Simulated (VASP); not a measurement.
# TePt3 (Im-3m) in VASP: further runs, part 3 of 3

VASP 6.6.1.

## Step 6: Relaxation of cell and atoms, PBE

Contents of INCAR:

```
PREC = Accurate ; ENCUT = 600
EDIFF = 1E-7 ; ISMEAR = 0
SIGMA = 0.1 ; LREAL = False
LASPH = True ; NELM = 60
ALGO = Fast ; ISIF = 3
LWAVE = False ; LCHARG = False
GGA = PE ; IBRION = 2
NSW = 100 ; EDIFFG = -0.01
```

Contents of KPOINTS:

```
regular mesh
0
Gamma
  12 12 12
```

Contents of POSCAR:

```
TePt3
1.0
   -2.6874342286      2.6874342286      2.6874342286
    2.6874342286     -2.6874342286      2.6874342286
    2.6874342286      2.6874342286     -2.6874342286
Te Pt
1 3
Direct
    0.0000000000      0.0000000000      0.0000000000
    0.0000000000      0.5000000000      0.5000000000
    0.5000000000      0.0000000000      0.5000000000
    0.5000000000      0.5000000000      0.0000000000
```

Potentials or basis: VASP PAW PBE potentials, release 64 (Te, Pt).

On the command line:

```sh
cat potpaw_PBE.64/Te/POTCAR potpaw_PBE.64/Pt/POTCAR > POTCAR
mpirun -np 1 vasp_std > vasp.out
```

OUTCAR:

```text
PREC = Accurate
   ENCUT = 600
   EDIFF = 1E-7
   ISMEAR = 0
   LREAL = False
   LASPH = True
   NELM = 60
   ISIF = 3
   GGA = PE
   IBRION = 2
   NSW = 100
   EDIFFG = -0.01

 ion  position               nearest neighbor table
   1  0.000  0.000  0.000-   2 2.69   3 2.69   4 2.69   2 2.69   3 2.69   4 2.69
   2  0.000  0.500  0.500-   1 2.69   3 2.69   4 2.69   1 2.69   4 2.69   3 2.69
   3  0.500  0.000  0.500-   1 2.69   2 2.69   4 2.69   4 2.69   1 2.69   2 2.69
   4  0.500  0.500  0.000-   1 2.69   2 2.69   3 2.69   3 2.69   2 2.69   1 2.69

  LATTYP: Found a body centered cubic cell.
 ALAT       =     5.3748684572

  Lattice vectors:

 A1 = (  -2.6874342286,   2.6874342286,   2.6874342286)
 A2 = (   2.6874342286,  -2.6874342286,   2.6874342286)
 A3 = (   2.6874342286,   2.6874342286,  -2.6874342286)

Analysis of symmetry for initial positions (statically):
=====================================================================
 Subroutine PRICEL returns:
 Original cell was already a primitive cell.

 Routine SETGRP: Setting up the symmetry group for a
 body centered cubic supercell.

 Subroutine GETGRP returns: Found 48 space group operations
 (whereof 48 operations were pure point group operations)
 out of a pool of 48 trial point group operations.

The static configuration has the point symmetry O_h .

Analysis of symmetry for dynamics (positions and initial velocities):
=====================================================================
 Subroutine PRICEL returns:
 Original cell was already a primitive cell.

 Routine SETGRP: Setting up the symmetry group for a
 body centered cubic supercell.

 Subroutine GETGRP returns: Found 48 space group operations
 (whereof 48 operations were pure point group operations)
 out of a pool of 48 trial point group operations.

The dynamic configuration has the point symmetry O_h .

 Subroutine INISYM returns: Found 48 space group operations
 (whereof 48 operations are pure point group operations),
 and found     1 'primitive' translations
[... 122 lines left out ...]
  Thomas-Fermi vector in A             =   2.400285
   LORBIT       =      0    0 simple, 1 ext, 2 COOP (PROOUT), +10 PAW based schemes
   GGA     = PE    functional components
   LHFCALC =     F    Hartree Fock is set to
   AEXX    =    0.0000 exact exchange contribution
   IVDW    =     0    specifies the selected vdW correction
   LEPSILON=     F    determine dielectric tensor
   LRPA    =     F    only Hartree local field effects (RPA)
 conjugate gradient relaxation of ions
 non-spin polarized calculation
 RMM-DIIS sequential band-by-band and
 Gauss-broadening in eV      SIGMA  =   0.10
  energy-cutoff  :      600.00
  volume of cell :       77.64
 maximum number of plane-waves:      2616
 NGX is ok and might be reduce to    40
   NGX = 19   NGY = 19   NGZ = 19

--------------------------------------- Ionic step        1  -------------------------------------------

 number of electron      36.0000003 magnetization

 Free energy of the ion-electron system (eV)
  ---------------------------------------------------
  ext. energy  EPLUGINS =         0.00000000
  ---------------------------------------------------
  free energy    TOTEN  =       -21.55692997 eV

  energy without entropy =      -21.54933170  energy(sigma->0) =      -21.55313083

------------------------ aborting loop because EDIFF is reached ----------------------------------------

  FORCE on cell =-STRESS in cart. coord.  units (eV):
  Direction    XX          YY          ZZ          XY          YZ          ZX
  --------------------------------------------------------------------------------------
  -------------------------------------------------------------------------------------
  Total       -0.7156192     -0.7156192     -0.7156192     -0.0000000     -0.0000000      0.0000000
  in kB      -14.7679097    -14.7679097    -14.7679097     -0.0000000     -0.0000000      0.0000000
  external PRESSURE =     -14.7679097 kB  Pullay stress =       0.0000000 kB
[... 63 lines left out ...]
--------------------------------------- Ionic step        3  -------------------------------------------

 number of electron      36.0000001 magnetization

 Free energy of the ion-electron system (eV)
  ---------------------------------------------------
  ext. energy  EPLUGINS =         0.00000000
  ---------------------------------------------------
  free energy    TOTEN  =       -21.56043813 eV

  energy without entropy =      -21.55302137  energy(sigma->0) =      -21.55672975

 E-fermi :   8.8697     XC(G=0): -11.8788

 val. band max:        8.8277791362   @ k =  -0.2500   0.2500   0.1667
 cond. band min:       8.9078263985   @ k =   0.1667   0.0833   0.0833
 fundamental gap:      0.0800472623
 Fermi energy:         8.8696764724

 k-point     1 :       0.0000    0.0000    0.0000
  band No.  band energies     occupation
      1      -4.2169      2.00000
      2       3.2575      2.00000
      3       4.1391      2.00000
      4       4.1391      2.00000
      5       4.1391      2.00000
      6       4.1660      2.00000
[... 589 lines left out ...]
     21      12.9868      0.00000
     22      15.1021      0.00000

 [... further k-points ...]
[... 5 lines left out ...]
  --------------------------------------------------------------------------------------
  -------------------------------------------------------------------------------------
  Total        0.0014753      0.0014753      0.0014753     -0.0000000      0.0000000      0.0000000
  in kB        0.0307387      0.0307387      0.0307387     -0.0000000      0.0000000      0.0000000
  external PRESSURE =       0.0307387 kB  Pullay stress =       0.0000000 kB
[... 19 lines left out ...]
  FREE ENERGIE OF THE ION-ELECTRON SYSTEM (eV)
  ---------------------------------------------------
  free  energy   TOTEN  =       -21.5604381282 eV

  energy  without entropy=      -21.5530213655  energy(sigma->0) =      -21.55672975

 reached required accuracy - stopping structural energy minimisation
```

OSZICAR:

```text
N       E                     dE             d eps       ncg     rms          rms(c)
DAV:   1     0.219515586544E+03    0.21952E+03   -0.18787E+04  3168   0.168E+03
DAV:   2    -0.136559125711E+02   -0.23317E+03   -0.22377E+03  3686   0.311E+02
DAV:   3    -0.221607379854E+02   -0.85048E+01   -0.82733E+01  3840   0.541E+01
[... 34 lines left out ...]
RMM:   6    -0.215604285866E+02   -0.38045E-04   -0.19705E-04  3188   0.763E-02    0.308E-02
RMM:   7    -0.215604362148E+02   -0.76282E-05   -0.52178E-05  3292   0.340E-02    0.470E-03
RMM:   8    -0.215604374653E+02   -0.12504E-05   -0.94144E-06  3263   0.141E-02    0.449E-03
RMM:   9    -0.215604379710E+02   -0.50577E-06   -0.20553E-06  3212   0.811E-03    0.214E-03
RMM:  10    -0.215604381383E+02   -0.16723E-06   -0.54459E-07  2292   0.387E-03    0.788E-04
RMM:  11    -0.215604381282E+02    0.10061E-07   -0.11793E-07  1787   0.161E-03
   3 F= -.21560438E+02 E0= -.21556730E+02  d E =-.350816E-02
```

CONTCAR:

```text
TePt3
   1.00000000000000
    -2.6788370939336907    2.6788370939336907    2.6788370939336907
     2.6788370939336907   -2.6788370939336907    2.6788370939336907
     2.6788370939336907    2.6788370939336907   -2.6788370939336907
  Te              Pt
     1     3
Direct
     0.0000000000000000    0.0000000000000000    0.0000000000000000
     0.0000000000000000    0.5000000000000000    0.5000000000000000
     0.5000000000000000    0.0000000000000000    0.5000000000000000
     0.5000000000000000    0.5000000000000000    0.0000000000000000

  0.00000000E+00  0.00000000E+00  0.00000000E+00
  0.00000000E+00  0.00000000E+00  0.00000000E+00
  0.00000000E+00  0.00000000E+00  0.00000000E+00
  0.00000000E+00  0.00000000E+00  0.00000000E+00
```

Wall time 10 min (1 thread of AMD EPYC 7R43 (Zen 3), shared host); peak memory 0.32 GiB.

Results:

```yaml
Free_energy: -21.5604 eV
Relaxed_volume: 19.22 Å³/atom
Relaxed_cell: a = 4.640 Å, b = 4.640 Å, c = 4.640 Å, α = 109.47°, β = 109.47°, γ = 109.47°
Space_group_after_relaxing_to_0.05_Å: Im-3m (No. 229)
Energy_gained_by_relaxing: 0.9 meV/atom
Ionic_steps: 3
Pressure_after_relaxing: 0.0 GPa
Band_gap_on_the_k_mesh: zero (band 18 reaches 9.11 eV, above the bottom of band 19 at 7.56 eV)
```

The path:
| step | energy change (eV) | largest force (eV/Å) | pressure (GPa) | volume (Å³) |
| --- | --- | --- | --- | --- |
| 1 | 0.0000 | 0.0000 | -1.48 | 77.64 |
| 2 | 0.0069 | 0.0000 | 2.72 | 75.64 |
| 3 | -0.0035 | 0.0000 | 0.00 | 76.90 |

Final structure:
```
Te Pt
1.0
    -2.67884    2.67884    2.67884
     2.67884   -2.67884    2.67884
     2.67884    2.67884   -2.67884
Te Pt
1 3
Direct
  0.00000 0.00000 0.00000
  0.00000 0.50000 0.50000
  0.50000 0.00000 0.50000
  0.50000 0.50000 0.00000
```

Caveat: spin-orbit coupling is left out, which moves the levels of the heavy elements.

## Step 7: The runs side by side

| task | cell | k mesh | cutoff (eV) | gap on the mesh (eV) | pressure (GPa) | relaxed volume (Å³/atom) |
| --- | --- | --- | --- | --- | --- | --- |
| single point | a = 4.655 Å, angles 109.5°, 4 atoms | 4 × 4 × 4 | 520 | none | -0.5 | - |
| single point | a = 4.785 Å, angles 109.5°, 4 atoms | 4 × 4 × 4 | 520 | none | -10.8 | - |
| relaxation of cell and atoms | relaxed from a = 4.785 Å, angles 109.5°, 4 atoms | 4 × 4 × 4 | 600 | none | -0.1 | 19.37 |
| single point | a = 4.643 Å, angles 109.5°, 4 atoms | 12 × 12 × 12 | 520 | none | -0.3 | - |
| relaxation of cell and atoms | relaxed from a = 4.655 Å, angles 109.5°, 4 atoms | 12 × 12 × 12 | 600 | none | 0.0 | 19.22 |

Alike in all rows: level PBE; potentials or basis VASP PAW PBE potentials, release 64 (Te, Pt); no spin polarisation; smearing gaussian 0.1 eV.

Caveats: some runs use coarse meshes; spin-orbit coupling is left out, which moves the levels of the heavy elements.

Absolute energies hang on the potentials; compare differences alone.
